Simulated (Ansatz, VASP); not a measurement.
Two plane-wave programs on TaN

```
Ta N
1.0
     0.00000    2.24041    2.06118
     2.24041    0.00000    2.06118
     2.24041    2.24041    0.00000
Ta N
1 1
Direct
  0.50000 0.50000 0.50000
  0.00000 0.00000 0.00000
```

Alike in both runs: task single point; functional PBE; k mesh 20 × 20 × 20; occupations gaussian, width 0.15 eV; no spin polarisation.

|  | VASP | Ansatz |
| --- | --- | --- |
| version | VASP 6.6.1 | Ansatz 0.2.0 |
| potentials or method | VASP PAW PBE potentials, release 64 (Ta_pv, N), cutoff 600 eV | scalar-relativistic, plane waves, PAW |
| valence electrons in the cell | 16 | 18 |

Ansatz gave:

```
gap on the k mesh at the Fermi level (eV)                     : none
pressure (GPa)                                                : 21.2
traceless stress, the component that is largest in VASP (GPa) : 42.75
```

What did VASP give for the same quantities?

gap on the k mesh at the Fermi level (eV): none; pressure (GPa): 22.1; traceless stress, the component that is largest in VASP (GPa): 43.15.

A gap of «none» marks a metal or a gap that the smearing closes. The functional is the same, so the differences come from potentials, cutoffs and numerics. VASP's potentials hold 16 valence electrons a cell and Ansatz's 18, so a difference there can come from the potentials and not from the codes.

Neither program's run includes spin-orbit coupling.
